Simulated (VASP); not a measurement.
# BN (P6_3mc) in VASP: a series of runs

The runs below take BN through G0W0 quasiparticle levels, with PBE, r2SCAN.

Program: VASP 6.6.1. These are calculated values, not measurements. Logs are shortened: lines on timing, memory, paths and dates and some standing lists are left out, and cuts for length are marked.

### Step 1. The cell of the first run

Symmetry: P6_3mc, No. 186, hexagonal system. The conventional cell has a = 2.544 Å, b = 2.544 Å, c = 4.208 Å, α = 90.00°, β = 90.00°, γ = 120.00°. Within 2.1 Å of B (site symmetry 3m) lie 4 N at 1.56 to 1.58 Å. Within 2.1 Å of N (site symmetry 3m) lie 4 B at 1.56 to 1.58 Å.

### Step 2. G0W0 quasiparticle levels, PBE

POSCAR

```
BN
1.0
    2.5439493101      0.0000000000      0.0000000000
   -1.2719746550      2.2031247285      0.0000000000
    0.0000000000      0.0000000000      4.2078167837
B N
2 2
Direct
    0.6666666667      0.3333333333      0.0002035745
    0.3333333333      0.6666666667      0.5002035745
    0.6666666667      0.3333333333      0.3747964255
    0.3333333333      0.6666666667      0.8747964255
```

INCAR.step1

```
ALGO = Normal
EDIFF = 1E-8
ENCUT = 500
GGA = PE
ISMEAR = 0
LASPH = T
LCHARG = F
LREAL = F
LWAVE = T
NELM = 100
PREC = Accurate
SIGMA = 0.01
```

INCAR.step2

```
ALGO = Exact
EDIFF = 1E-8
ENCUT = 500
GGA = PE
ISMEAR = 0
ISTART = 1
LASPH = T
LCHARG = F
LOPTICS = T
LREAL = F
LWAVE = T
NBANDS = 46
NELM = 1
PREC = Accurate
SIGMA = 0.01
```

INCAR.step3

```
ALGO = EVGW0
EDIFF = 1E-8
ENCUT = 500
ENCUTGW = 80.0
GGA = PE
ISMEAR = 0
ISTART = 1
LASPH = T
LCHARG = F
LREAL = F
LWAVE = F
NBANDS = 46
NBANDSGW = 16
NELMGW = 1
NOMEGA = 96
OMEGAMAX = 20
PREC = Accurate
PRECFOCK = Fast
SIGMA = 0.01
```

KPOINTS

```
k-points
0
Gamma
  9 9 6
```

Potentials or basis: VASP PAW PBE potentials, release 64 (B_GW, N_GW).

Launch:

```bash
$ cat potpaw_PBE.64/B_GW/POTCAR potpaw_PBE.64/N_GW/POTCAR > POTCAR
$ cp INCAR.step1 INCAR
$ mpirun -np 1 vasp_std > vasp.out
$ cp INCAR.step2 INCAR
$ mpirun -np 1 vasp_std > vasp.out
$ cp INCAR.step3 INCAR
$ mpirun -np 1 vasp_std > vasp.out
```

OUTCAR:

```text
EDIFF = 1E-8
   ENCUT = 500
   ENCUTGW = 80.0
   GGA = PE
   ISMEAR = 0
   ISTART = 1
   LASPH = T
   LREAL = F
   NELMGW = 1
   PREC = Accurate
   PRECFOCK = Fast

 ion  position               nearest neighbor table
   1  0.667  0.333  0.000-   4 1.56   4 1.56   4 1.56   3 1.58
   2  0.333  0.667  0.500-   3 1.56   3 1.56   3 1.56   4 1.58
   3  0.667  0.333  0.375-   2 1.56   2 1.56   2 1.56   1 1.58
   4  0.333  0.667  0.875-   1 1.56   1 1.56   1 1.56   2 1.58

  LATTYP: Found a hexagonal cell.
 ALAT       =     2.5439493101
 C/A-ratio  =     1.6540489887

  Lattice vectors:

 A1 = (   2.5439493101,   0.0000000000,   0.0000000000)
 A2 = (  -1.2719746550,   2.2031247285,   0.0000000000)
 A3 = (   0.0000000000,   0.0000000000,   4.2078167837)

Analysis of symmetry for initial positions (statically):
=====================================================================
 Subroutine PRICEL returns:
 Original cell was already a primitive cell.

 Routine SETGRP: Setting up the symmetry group for a
 hexagonal supercell.

 Subroutine GETGRP returns: Found 12 space group operations
 (whereof  6 operations were pure point group operations)
 out of a pool of 24 trial point group operations.

The static configuration has the point symmetry C_3v.
 The point group associated with its full space group is C_6v.

Analysis of symmetry for dynamics (positions and initial velocities):
=====================================================================
 Subroutine PRICEL returns:
 Original cell was already a primitive cell.

 Routine SETGRP: Setting up the symmetry group for a
 hexagonal supercell.

 Subroutine GETGRP returns: Found 12 space group operations
 (whereof  6 operations were pure point group operations)
 out of a pool of 24 trial point group operations.

The dynamic configuration has the point symmetry C_3v.
 The point group associated with its full space group is C_6v.

 Subroutine INISYM returns: Found 12 space group operations
 (whereof  6 operations are pure point group operations),
 and found     1 'primitive' translations

----------------------------------------------------------------------------------------

                                     Primitive cell

  volume of cell :      23.5833

  direct lattice vectors                    reciprocal lattice vectors
     2.543949310  0.000000000  0.000000000     0.393089593  0.226950383  0.000000000
    -1.271974655  2.203124729  0.000000000     0.000000000  0.453900765  0.000000000
     0.000000000  0.000000000  4.207816784     0.000000000  0.000000000  0.237652933

  length of vectors
     2.543949310  2.543949310  4.207816784     0.453900765  0.453900765  0.237652933

  position of ions in fractional coordinates (direct lattice)
     0.666666667  0.333333333  0.000203574
     0.333333333  0.666666667  0.500203574
     0.666666667  0.333333333  0.374796426
     0.333333333  0.666666667  0.874796426

  ion indices of the primitive-cell ions
   primitive index   ion index
                 1           1
                 2           2
                 3           3
                 4           4

----------------------------------------------------------------------------------------

 KPOINTS: k-points

Automatic generation of k-mesh.
 Grid dimensions read from file:
 generate k-points for:    9    9    6

 Generating k-lattice:

  Cartesian coordinates                     Fractional coordinates (reciprocal lattice)
     0.043676621  0.025216709  0.000000000     0.111111111 -0.000000000  0.000000000
     0.000000000  0.050433418  0.000000000     0.000000000  0.111111111  0.000000000
     0.000000000  0.000000000  0.039608822     0.000000000  0.000000000  0.166666667

  Length of vectors
     0.050433418  0.050433418  0.039608822

  Shift w.r.t. Gamma in fractional coordinates (k-lattice)
     0.000000000  0.000000000  0.000000000

 Subroutine IBZKPT returns following result:
 ===========================================

 Found     48 irreducible k-points:

 Following reciprocal coordinates:
            Coordinates               Weight
  0.000000  0.000000  0.000000      1.000000
  0.111111 -0.000000  0.000000      6.000000
  0.222222 -0.000000  0.000000      6.000000
  0.333333 -0.000000  0.000000      6.000000
  0.444444 -0.000000  0.000000      6.000000
  0.111111  0.111111  0.000000      6.000000
[... 16 lines left out ...]
  0.333333  0.222222  0.166667     24.000000
  0.333333  0.333333  0.166667      4.000000
 [... further k-points ...]
   k-points           NKPTS =     48   k-points in BZ     NKDIM =    486   number of bands    NBANDS=     46
   number of dos      NEDOS =    301   number of ions     NIONS =      4
   total plane-waves  NPLWV =  12800
   dimension x,y,z NGX =    20 NGY =   20 NGZ =   32
   dimension x,y,z NGXF=    40 NGYF=   40 NGZF=   64
   ions per type =               2   2
   NGX,Y,Z   is equivalent  to a cutoff of  13.07, 13.07, 12.64 a.u.
   NGXF,Y,Z  is equivalent  to a cutoff of  26.14, 26.14, 25.29 a.u.
 SYSTEM =  unknown system
   PREC   = accura    normal or accurate (medium, high low for compatibility)
   ISTART =      1    job   : 0-new  1-cont  2-samecut
   ICHARG =      0    charge: 1-file 2-atom 10-const
   ISPIN  =      1    spin polarized calculation?
   LNONCOLLINEAR =      F non collinear calculations
   LSORBIT =      F    spin-orbit coupling
   LASPH  =      T    aspherical Exc in radial PAW
   ENCUT  =  500.0 eV  36.75 Ry    6.06 a.u.   4.64  4.64  7.67*2*pi/ulx,y,z
   NELM   =     60;   NELMIN=  2; NELMDL=  0     # of ELM steps
   EDIFF  = 0.1E-07   stopping-criterion for ELM
   LREAL  =      F    real-space projection
   EDIFFG = 0.1E-06   stopping-criterion for IOM
   NSW    =      0    number of steps for IOM
   IBRION =     -1    ionic relax: 0-MD 1-quasi-New 2-CG
   NFREE  =      0    steps in history (QN), initial steepest desc. (CG)
   ISIF   =      0    stress and relaxation
   ISYM   =      3    0-nonsym 1-usesym 2-fastsym
   POTIM  = 0.5000    time-step for ionic-motion
   TEBEG  =    0.0;   TEEND  =   0.0 temperature during run
   PSTRESS=    0.0 pullay stress
   NELECT =      16.0000    total number of electrons
   NUPDOWN=      -1.0000    fix difference up-down
   EMIN   =  10.00;   EMAX   =-10.00  energy-range for DOS
   EFERMI =   0.00;   METHOD = LEGACY
   ISMEAR =     0;   SIGMA  =   0.01  broadening in eV -4-tet -1-fermi 0-gaus
   EFERMI_NEDOS =   21; number of points for ismear=-14 and -15
   IALGO  =     38    algorithm
   IMIX   =      4    mixing-type and parameters
     AMIX     =   0.40;   BMIX     =  1.00
     AMIX_MAG =   1.60;   BMIX_MAG =  1.00
  volume/ion in A,a.u.               =       5.90        39.79
  Fermi-wavevector in a.u.,A,eV,Ry     =   1.438512  2.718393 28.154749  2.069316
  Thomas-Fermi vector in A             =   2.557470
   LORBIT       =      0    0 simple, 1 ext, 2 COOP (PROOUT), +10 PAW based schemes
   GGA     = PE    functional components
   LHFCALC =     T    Hartree Fock is set to
   PRECFOCK=fast      Normal, Fast or Accurate (Low or Medium for compatibility)
   ENCUT4O =  -1.0   cutoff for four orbital integrals eV
   NKREDX  =     1    reduce k-point grid by
   NKREDY  =     1    reduce k-point grid by
   NKREDZ  =     1    reduce k-point grid by
   AEXX    =    1.0000 exact exchange contribution
   HFSCREEN=    0.0000 screening length (either q_TF or 0.3 A-1)
   HFSCREENC=   0.0000 screening length for correlation (either q_TF or 0.3 A-1)
   ENCUTFOCK=  -1.0 apply spherical cutoff to Coloumb kernel
   IVDW    =     0    specifies the selected vdW correction
   LEPSILON=     F    determine dielectric tensor
   LRPA    =     F    only Hartree local field effects (RPA)
   LRPAFORCE           =     F    calculate RPA forces
   ENCUTGW             =  80.0    cutoff for response function in eV
   ENCUTGWSOFT         =  64.0    soft cutoff for Coulomb kernel in GW response function in eV
   ENCUTLF             =  -1.0    cutoff for local field effects
   NELMGW              =     1    number of iterations in solving QP/BSE equation
   NELMHF              =     1    number of iterations in the inner HF iteration
   NKREDLFX            =     1    NKREDLFY  =   1   NKREDLFZ  =   1
 non-spin polarized calculation
 Gauss-broadening in eV      SIGMA  =   0.01
  energy-cutoff  :      500.00
  volume of cell :       23.58
 maximum number of plane-waves:       616
 NGX is ok and might be reduce to    20
  NGX = 12; NGY = 12; NGZ = 20
   NGX =  9   NGY =  9   NGZ = 15
 maximum number of plane-waves:        44
 NGX is ok and might be reduce to    10

 QP shifts <psi_nk| G(iteration)W_0 |psi_nk>: iteration 1
 for sc-GW calculations column KS-energies equals QP-energies in previous step
 and V_xc(KS)=  KS-energies - (<T + V_ion + V_H > + <T+V_H+V_ion>^1  + <V_x>^1)

 k-point   1 :       0.0000    0.0000    0.0000
  band No.  KS-energies  QP-energies   sigma(KS)   V_xc(KS)     V^pw_x(r,r')   Z            occupation Imag(sigma)

      1     -12.7902     -14.4037     -17.5649     -15.5006     -26.5188       0.7817       2.0000       1.3416
      2      -8.6275      -9.8320     -18.4355     -16.8462     -26.7661       0.7579       2.0000       0.7513
      3      -3.3009      -4.5430     -16.1130     -14.4706     -21.6942       0.7562       2.0000       0.1390
      4       5.5093       5.0541     -17.9554     -17.4025     -21.6034       0.8234       2.0000       0.0359
      5       5.5093       5.0541     -17.9554     -17.4025     -21.6034       0.8234       2.0000       0.0359
      6       7.3706       7.1742     -18.4343     -18.1981     -21.7111       0.8315       2.0000       0.0315
[... 8 lines left out ...]
     15      19.5629      21.6256     -12.1820     -14.6804      -7.0054       0.8256       0.0000      -0.0521
     16      23.8947      26.1133     -13.6338     -16.4718      -7.3986       0.7818       0.0000      -0.1078

 k-point   2 :       0.1111   -0.0000    0.0000
  band No.  KS-energies  QP-energies   sigma(KS)   V_xc(KS)     V^pw_x(r,r')   Z            occupation Imag(sigma)

      1     -12.5216     -14.1032     -17.5703     -15.5455     -26.4836       0.7811       2.0000       1.3044
      2      -8.4227      -9.6143     -18.4840     -16.9057     -26.7651       0.7549       2.0000       0.7146
      3      -3.0349      -4.2684     -16.1448     -14.5189     -21.6419       0.7586       2.0000       0.1285
      4       4.3328       3.7085     -17.6569     -16.8941     -21.4904       0.8184       2.0000       0.0405
      5       5.0304       4.5143     -17.7880     -17.1600     -21.4975       0.8219       2.0000       0.0375
      6       6.6593       6.3339     -18.3930     -17.9998     -21.8950       0.8277       2.0000       0.0343
[... 8 lines left out ...]
     15      20.3274      22.4630     -12.3563     -14.9604      -7.0208       0.8201       0.0000      -0.0571
     16      23.4805      25.5798     -13.2597     -15.9184      -7.2322       0.7896       0.0000      -0.0972
[... 421 lines left out ...]
 k-point  24 :       0.3333    0.3333    0.1667
  band No.  KS-energies  QP-energies   sigma(KS)   V_xc(KS)     V^pw_x(r,r')   Z            occupation Imag(sigma)

      1      -7.4411      -8.5939     -18.7612     -17.2223     -26.7777       0.7491       2.0000       0.5670
      2      -7.4411      -8.5939     -18.7612     -17.2223     -26.7777       0.7491       2.0000       0.5670
      3      -1.4398      -2.5823     -16.0387     -14.5768     -20.8885       0.7815       2.0000       0.0860
      4      -0.1917      -1.3157     -17.1531     -15.7237     -22.1621       0.7864       2.0000       0.0753
      5      -0.1917      -1.3157     -17.1531     -15.7237     -22.1621       0.7864       2.0000       0.0753
      6       1.7856       0.8824     -16.8162     -15.6964     -21.0198       0.8066       2.0000       0.0537
[... 8 lines left out ...]
     15      23.7261      26.0179     -13.4390     -16.3559      -7.1680       0.7857       0.0000      -0.1037
     16      23.7261      26.0179     -13.4390     -16.3559      -7.1680       0.7857       0.0000      -0.1037

 [... further k-points ...]
```

It took 8.4 min on 1 thread of Intel Xeon 6975P-C (Granite Rapids), shared host; peak memory 0.66 GiB.

What came out:

| Quantity | Value |
| --- | --- |
| Quasiparticle gap | 6.36 eV |
| Least direct quasiparticle gap | 10.05 eV |
| Band gap of the starting levels on the mesh | 5.19 eV |
| Least direct gap of the starting levels on the mesh | 8.29 eV |

Caveat: bands, screening cutoff and mesh are small and nothing is extrapolated, so the quasiparticle values aren't converged.

[end of part 1 of 2]
